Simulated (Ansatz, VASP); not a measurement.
Two plane-wave programs on P

The input INCAR:

```
SYSTEM = P
  PREC = Accurate
  ENCUT = 520
  EDIFF = 1E-6
  ISMEAR = 0
  SIGMA = 0.1
  LREAL = .FALSE.
  LASPH = .TRUE.
  NELM = 60
  ALGO = Normal
  ISIF = 2
  LWAVE = .FALSE.
  LCHARG = .TRUE.
  GGA = PE
  LELF = .TRUE.
  LVHAR = .TRUE.
  NBANDS = 18
```

Contents of KPOINTS:

```
regular mesh
0
G
  4 4 6
  0 0 0
```

POSCAR

```
P
1.0
    2.3027429000     -5.9723498000      0.0000000000
    2.3027429000      5.9723498000      0.0000000000
    0.0000000000      0.0000000000      3.3046959000
P
4
Direct
    0.6765290000      0.9996620000      0.5000000000
    0.9996620000      0.6765290000      0.0000000000
    0.3234710000      0.0003380000      0.5000000000
    0.0003380000      0.3234710000      0.0000000000
```

Input for Ansatz:

```yaml
crystal:
  lattice:
    - [2.3027429, -5.9723498, 0.0]
    - [2.3027429, 5.9723498, 0.0]
    - [0.0, 0.0, 3.3046959]
  atoms:
    - { symbol: P, position: [0.676529, 0.999662, 0.5] }
    - { symbol: P, position: [0.999662, 0.676529, 0.0] }
    - { symbol: P, position: [0.323471, 0.000338, 0.5] }
    - { symbol: P, position: [0.000338, 0.323471, 0.0] }
basis:
  ecutwfc: 420
kpoints:
  mp_grid: { grid: [4, 4, 6] }
hamiltonian:
  xc: pbe
scf:
  occupations: { method: gaussian, width: 0.1 }
  lower_state_search: "off"
output:
  forces: true
  stress: true
  eigenvalues: true
```

Alike in both runs: task single point; functional PBE; k mesh 4 × 4 × 6; occupations gaussian, width 0.1 eV; no spin polarisation.

|  | VASP | Ansatz |
| --- | --- | --- |
| version | VASP 6.6.1 | Ansatz 0.2.0 |
| potentials or method | VASP PAW PBE potentials, release 64 (P), cutoff 520 eV | scalar-relativistic, plane waves, PAW |
| valence electrons in the cell | 20 | 20 |

VASP gave:

```
gap on the k mesh at the Fermi level (eV)                     : none
pressure (GPa)                                                : -0.2
traceless stress, the component that is largest in VASP (GPa) : 0.29
rms of the force components (eV/Å)                            : 0.027
```

Task: Which values does Ansatz return?

Result: gap on the k mesh at the Fermi level (eV): none; pressure (GPa): 0.0; traceless stress, the component that is largest in VASP (GPa): 0.27; rms of the force components (eV/Å): 0.003.

Atom by atom the forces differ by 0.029 eV/Å (rms over components). A gap of «none» marks a metal or a gap that the smearing closes.

The k mesh is coarse, so the values compare programs but aren't converged.
